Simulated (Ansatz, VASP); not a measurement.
# O in VASP and in Ansatz

```
O
1.0
     9.00000    0.00000    0.00000
     0.00000    9.50000    0.00000
     0.00000    0.00000   10.00000
O
2
Direct
  0.50000 0.50000 0.43950
  0.50000 0.50000 0.56050
```

Alike in both runs: functional PBEsol; k mesh 1 × 1 × 1; occupations fermi-dirac, width 0.05 eV; collinear spin.

Ansatz relaxed the structure, and its values are those at the end. VASP's run is a single point on that final structure, the one shown.

```csv
,VASP,Ansatz
version,VASP 6.6.1,Ansatz 0.2.0
potentials or method,"VASP PAW PBE potentials, release 64 (O_h), cutoff 910 eV","plane waves, PAW"
valence electrons in the cell,12,12
```

VASP gave:

- rms of the force components (eV/Å): 0.116
- net moment per atom (μB): 1.00
- size of the moment on the site where the two differ most (μB): 0.62

Q: Estimate Ansatz's values.

A: rms of the force components (eV/Å): 0.001; net moment per atom (μB): 1.00; size of the moment on the site where the two differ most (μB): 0.55.

VASP's potentials were made for PBE, not for PBEsol. Site moments also hang on the region over which each program counts them. One of these differences is far larger than is usual between the two programs; its cause wasn't traced. Ansatz's warnings: end state compared, stress scf threshold loose.

Noted on VASP's run: the cutoff is short for stress, so the pressure is rough.
